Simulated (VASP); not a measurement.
# Cd4Se (P4/nbm) in VASP: relaxation of cell and atoms with PBE

Aim: the relaxation of cell and atoms of Cd4Se with PBE.

Everything below comes from runs of VASP 6.6.1. Logs are shortened: lines on timing, memory, paths and dates and some standing lists are left out, and cuts for length are marked.

## Step 1: The cell of the first run

It takes space group P4/nbm (No. 125, tetragonal). The conventional cell has a = 6.400 Å, b = 6.400 Å, c = 5.750 Å, α = 90.00°, β = 90.00°, γ = 90.00°. Within 3.7 Å of Cd (site symmetry m) lie 2 Se at 2.78 Å and 11 Cd at 3.13 to 3.69 Å. Se (site symmetry 422) has 8 Cd at 2.78 Å within 3.7 Å.

## Step 2: Relaxation of cell and atoms, PBE

INCAR reads:

```
SYSTEM = Cd4Se
PREC = Accurate ; ENCUT = 600
EDIFF = 1E-6 ; ISMEAR = 0
SIGMA = 0.2 ; LREAL = .False.
LASPH = .True. ; NELM = 60
ALGO = Normal ; ISIF = 3
LWAVE = .False. ; LCHARG = .False.
GGA = PE ; IBRION = 2
NSW = 36 ; EDIFFG = -0.08
```

KPOINTS reads:

```
regular mesh
0
Gamma
  3 3 3
  0 0 0
```

POSCAR reads:

```
Cd4Se
1.0
    6.4000000000      0.0000000000      0.0000000000
    0.0000000000      6.4000000000      0.0000000000
    0.0000000000      0.0000000000      5.7500000000
Cd Se
8 2
Direct
    0.3250000000      0.8250000000      0.7450000000
    0.1750000000      0.3250000000      0.7450000000
    0.6750000000      0.1750000000      0.7450000000
    0.8250000000      0.6750000000      0.7450000000
    0.6750000000      0.8250000000      0.2550000000
    0.8250000000      0.3250000000      0.2550000000
    0.1750000000      0.6750000000      0.2550000000
    0.3250000000      0.1750000000      0.2550000000
    0.0000000000      0.0000000000      0.0000000000
    0.5000000000      0.5000000000      0.0000000000
```

Potentials or basis: VASP PAW PBE potentials, release 64 (Cd, Se).

Launch:

```console
cat potpaw_PBE.64/Cd/POTCAR potpaw_PBE.64/Se/POTCAR > POTCAR
mpirun -np 1 vasp_std > vasp.out
```

OUTCAR:

```text
SYSTEM = Cd4Se
   PREC = Accurate
   ENCUT = 600
   EDIFF = 1E-6
   ISMEAR = 0
   LREAL = .False.
   LASPH = .True.
   NELM = 60
   ISIF = 3
   GGA = PE
   IBRION = 2
   NSW = 36
   EDIFFG = -0.08

 ion  position               nearest neighbor table
   1  0.325  0.825  0.745-   9 2.78  10 2.78   7 3.13   3 3.17   7 3.23   4 3.34   2 3.34   2 3.34
                             4 3.34   5 3.60   8 3.60   5 3.69   8 3.69
   2  0.175  0.325  0.745-   9 2.78  10 2.78   8 3.13   4 3.17   8 3.23   1 3.34   3 3.34   1 3.34
                             3 3.34   7 3.60   6 3.60   7 3.69   6 3.69
   3  0.675  0.175  0.745-   9 2.78  10 2.78   6 3.13   1 3.17   6 3.23   4 3.34   2 3.34   4 3.34
                             2 3.34   5 3.60   8 3.60   5 3.69   8 3.69
   4  0.825  0.675  0.745-   9 2.78  10 2.78   5 3.13   2 3.17   5 3.23   3 3.34   1 3.34   3 3.34
                             1 3.34   6 3.60   7 3.60   6 3.69   7 3.69
   5  0.675  0.825  0.255-   9 2.78  10 2.78   4 3.13   8 3.17   4 3.23   6 3.34   7 3.34   6 3.34
                             7 3.34   3 3.60   1 3.60   3 3.69   1 3.69
   6  0.825  0.325  0.255-   9 2.78  10 2.78   3 3.13   7 3.17   3 3.23   8 3.34   5 3.34   5 3.34
                             8 3.34   2 3.60   4 3.60   2 3.69   4 3.69
   7  0.175  0.675  0.255-   9 2.78  10 2.78   1 3.13   6 3.17   1 3.23   8 3.34   5 3.34   8 3.34
                             5 3.34   2 3.60   4 3.60   2 3.69   4 3.69
   8  0.325  0.175  0.255-   9 2.78  10 2.78   2 3.13   5 3.17   2 3.23   7 3.34   6 3.34   7 3.34
                             6 3.34   1 3.60   3 3.60   1 3.69   3 3.69
   9  0.000  0.000  0.000-   1 2.78   2 2.78   3 2.78   4 2.78   5 2.78   6 2.78   7 2.78   8 2.78

  10  0.500  0.500  0.000-   1 2.78   2 2.78   3 2.78   4 2.78   5 2.78   6 2.78   7 2.78   8 2.78

  LATTYP: Found a simple tetragonal cell.
 ALAT       =     6.4000000000
 C/A-ratio  =     0.8984375000

  Lattice vectors:

 A1 = (   6.4000000000,   0.0000000000,   0.0000000000)
 A2 = (   0.0000000000,   6.4000000000,   0.0000000000)
 A3 = (   0.0000000000,   0.0000000000,   5.7500000000)

Analysis of symmetry for initial positions (statically):
=====================================================================
 Subroutine PRICEL returns:
 Original cell was already a primitive cell.

 Routine SETGRP: Setting up the symmetry group for a
 simple tetragonal supercell.

 Subroutine GETGRP returns: Found 16 space group operations
 (whereof  8 operations were pure point group operations)
 out of a pool of 16 trial point group operations.

The static configuration has the point symmetry D_4 .
 The point group associated with its full space group is D_4h.

Analysis of symmetry for dynamics (positions and initial velocities):
=====================================================================
 Subroutine PRICEL returns:
 Original cell was already a primitive cell.

 Routine SETGRP: Setting up the symmetry group for a
 simple tetragonal supercell.

 Subroutine GETGRP returns: Found 16 space group operations
[... 126 lines left out ...]
   GGA     = PE    functional components
   LHFCALC =     F    Hartree Fock is set to
   AEXX    =    0.0000 exact exchange contribution
   IVDW    =     0    specifies the selected vdW correction
   LEPSILON=     F    determine dielectric tensor
   LRPA    =     F    only Hartree local field effects (RPA)
 conjugate gradient relaxation of ions
 non-spin polarized calculation
 Gauss-broadening in eV      SIGMA  =   0.20
  energy-cutoff  :      600.00
  volume of cell :      235.52
 maximum number of plane-waves:      7876
 NGX is ok and might be reduce to    54
   NGX = 25   NGY = 25   NGZ = 23

--------------------------------------- Ionic step        1  -------------------------------------------

 number of electron     108.0000015 magnetization

 Free energy of the ion-electron system (eV)
  ---------------------------------------------------
  ext. energy  EPLUGINS =         0.00000000
  ---------------------------------------------------
  free energy    TOTEN  =       -11.98484179 eV

  energy without entropy =      -11.87311344  energy(sigma->0) =      -11.92897762

------------------------ aborting loop because EDIFF is reached ----------------------------------------

  FORCE on cell =-STRESS in cart. coord.  units (eV):
  Direction    XX          YY          ZZ          XY          YZ          ZX
  --------------------------------------------------------------------------------------
  -------------------------------------------------------------------------------------
  Total        8.4065476      8.4065476      7.6891351      0.0000000      0.0000000      0.0000000
  in kB       57.1874151     57.1874151     52.3070562      0.0000000      0.0000000      0.0000000
  external PRESSURE =      55.5606288 kB  Pullay stress =       0.0000000 kB
[... 113 lines left out ...]
  FREE ENERGIE OF THE ION-ELECTRON SYSTEM (eV)
  ---------------------------------------------------
  free  energy   TOTEN  =       -12.9240637065 eV

  energy  without entropy=      -12.8231004737  energy(sigma->0) =      -12.87358209

 E-fermi :   2.0899     XC(G=0):  -9.9852

 val. band max:        2.0656614531   @ k =   0.3333   0.3333   0.3333
 cond. band min:       2.1202714553   @ k =   0.3333   0.0000   0.0000
 fundamental gap:      0.0546100022
 Fermi energy:         2.0899432900

 k-point     1 :       0.0000    0.0000    0.0000
  band No.  band energies     occupation
      1     -10.9883      2.00000
      2     -10.6770      2.00000
      3      -7.0471      2.00000
      4      -6.9632      2.00000
      5      -6.8774      2.00000
      6      -6.8604      2.00000
[... 391 lines left out ...]
     63       6.4792      0.00000
     64       6.6387      0.00000

[... ionic steps 4 to 13 ...]

--------------------------------------- Ionic step       14  -------------------------------------------

 number of electron     108.0000037 magnetization

------------------------ aborting loop because EDIFF is reached ----------------------------------------
[... 83 lines left out ...]
--------------------------------------- Ionic step       16  -------------------------------------------

 number of electron     108.0000035 magnetization

 Free energy of the ion-electron system (eV)
  ---------------------------------------------------
  ext. energy  EPLUGINS =         0.00000000
  ---------------------------------------------------
  free energy    TOTEN  =       -13.85524510 eV

  energy without entropy =      -13.75529687  energy(sigma->0) =      -13.80527098

 E-fermi :   2.2608     XC(G=0): -10.1003

 val. band max:        2.2416374788   @ k =   0.3333   0.0000   0.3333
 cond. band min:       2.3127668760   @ k =   0.3333   0.0000   0.0000
 fundamental gap:      0.0711293972
 Fermi energy:         2.2608440205

 k-point     1 :       0.0000    0.0000    0.0000
  band No.  band energies     occupation
      1     -10.9148      2.00000
      2     -10.5776      2.00000
      3      -6.9576      2.00000
      4      -6.8756      2.00000
      5      -6.7917      2.00000
      6      -6.7772      2.00000
[... 428 lines left out ...]
  FREE ENERGIE OF THE ION-ELECTRON SYSTEM (eV)
  ---------------------------------------------------
  free  energy   TOTEN  =       -13.8552451021 eV

  energy  without entropy=      -13.7552968661  energy(sigma->0) =      -13.80527098

 reached required accuracy - stopping structural energy minimisation
```

OSZICAR:

```text
N       E                     dE             d eps       ncg     rms          rms(c)
DAV:   1     0.934458447572E+03    0.93446E+03   -0.60059E+04   768   0.183E+03
DAV:   2     0.329913461231E+02   -0.90147E+03   -0.87627E+03   808   0.458E+02
DAV:   3    -0.120961771246E+02   -0.45088E+02   -0.44515E+02   856   0.103E+02
[... 163 lines left out ...]
DAV:   2    -0.138560837034E+02   -0.61550E-04   -0.24876E-02   816   0.752E-01    0.157E-01
DAV:   3    -0.138554636296E+02    0.62007E-03   -0.73476E-04   824   0.132E-01    0.826E-02
DAV:   4    -0.138552492527E+02    0.21438E-03   -0.21612E-04   816   0.848E-02    0.268E-02
DAV:   5    -0.138552447667E+02    0.44860E-05   -0.37847E-05   840   0.375E-02    0.160E-02
DAV:   6    -0.138552451021E+02   -0.33532E-06   -0.51449E-07   424   0.328E-03
  16 F= -.13855245E+02 E0= -.13805271E+02  d E =-.430793E-02
```

It took 18 min on 1 thread of Intel Xeon Platinum 8488C (Sapphire Rapids), shared host; peak memory 0.42 GiB.

What came out:

```yaml
Free_energy: -13.8552 eV
Relaxed_volume: 24.62 Å³/atom
Relaxed_cell: a = 5.983 Å, b = 5.983 Å, c = 6.878 Å, α = 90.00°, β = 90.00°, γ = 90.00°
Space_group_after_relaxing_to_0.1_Å: P4/nbm (No. 125)
Energy_gained_by_relaxing: 187.0 meV/atom
Ionic_steps: 16
Pressure_after_relaxing: 0.0 GPa
Largest_force_after_relaxing: 0.053 eV/Å
Band_gap_on_the_k_mesh: zero (bands 54 and 55 overlap by 0.09 eV)
```

Forces in eV/Å, atoms in the order of the input:
```
Cd   0.000  0.000 -0.053
Cd   0.000  0.000 -0.053
Cd   0.000  0.000 -0.053
Cd   0.000  0.000 -0.053
Cd   0.000  0.000  0.053
Cd   0.000  0.000  0.053
Cd   0.000  0.000  0.053
Cd   0.000  0.000  0.053
Se   0.000  0.000  0.000
Se   0.000  0.000  0.000
```

The path:
| step | energy change (eV) | largest force (eV/Å) | pressure (GPa) | volume (Å³) |
| --- | --- | --- | --- | --- |
| 1 | 0.0000 | 1.3357 | 5.56 | 235.52 |
| 2 | -0.9043 | 0.7076 | -0.53 | 264.47 |
| 3 | -0.9392 | 0.5919 | -1.53 | 272.32 |
| 4 | -1.1708 | 0.5043 | -1.26 | 266.55 |
| 5 | -1.5452 | 0.1510 | 0.43 | 249.68 |
| 6 | -1.6292 | 0.0544 | 0.01 | 251.46 |
| 7 | -1.6193 | 0.4731 | -0.48 | 255.15 |
| 8 | -1.6670 | 0.1873 | -0.28 | 253.13 |
| 9 | -1.6682 | 0.2258 | -0.34 | 253.47 |
| 10 | -1.7342 | 0.2660 | 0.02 | 250.32 |
| 11 | -1.7585 | 0.3379 | 0.46 | 247.21 |
| 12 | -1.8127 | 0.2346 | 0.00 | 248.74 |
| 13 | -1.8459 | 0.0890 | -0.85 | 252.09 |
| 14 | -1.8643 | 0.0835 | 0.31 | 244.40 |
| 15 | -1.8661 | 0.0808 | 0.02 | 246.11 |
| 16 | -1.8704 | 0.0533 | -0.01 | 246.21 |

Final structure:
```
Cd Se
1.0
     5.98310    0.00000    0.00000
     0.00000    5.98310    0.00000
     0.00000    0.00000    6.87783
Cd Se
8 2
Direct
  0.32494 0.82494 0.70281
  0.17506 0.32494 0.70281
  0.67506 0.17506 0.70281
  0.82494 0.67506 0.70281
  0.67506 0.82494 0.29719
  0.82494 0.32494 0.29719
  0.17506 0.67506 0.29719
  0.32494 0.17506 0.29719
  0.00000 0.00000 0.00000
  0.50000 0.50000 0.00000
```

Levels at points of the mesh, in eV from the Fermi level:
```
           k point  band 51  band 52  band 53  band 54  band 55  band 56  band 57  band 58
(0.00, 0.00, 0.00)    -0.96    -0.96    -0.33    -0.08    -0.04    -0.04     0.12     0.56
```

Caveat: the k points lie up to 0.35 Å⁻¹ apart in the final cell; semilocal functionals underestimate gaps, and a narrow one can read as zero; a cell axis changed by over 15 % at a fixed basis, so the end point is rough; the relaxation stopped at a loose force limit of 0.08 eV/Å, so its end isn't a converged minimum.

The gap in the log of VASP goes by the Fermi energy; the results here count the filled bands.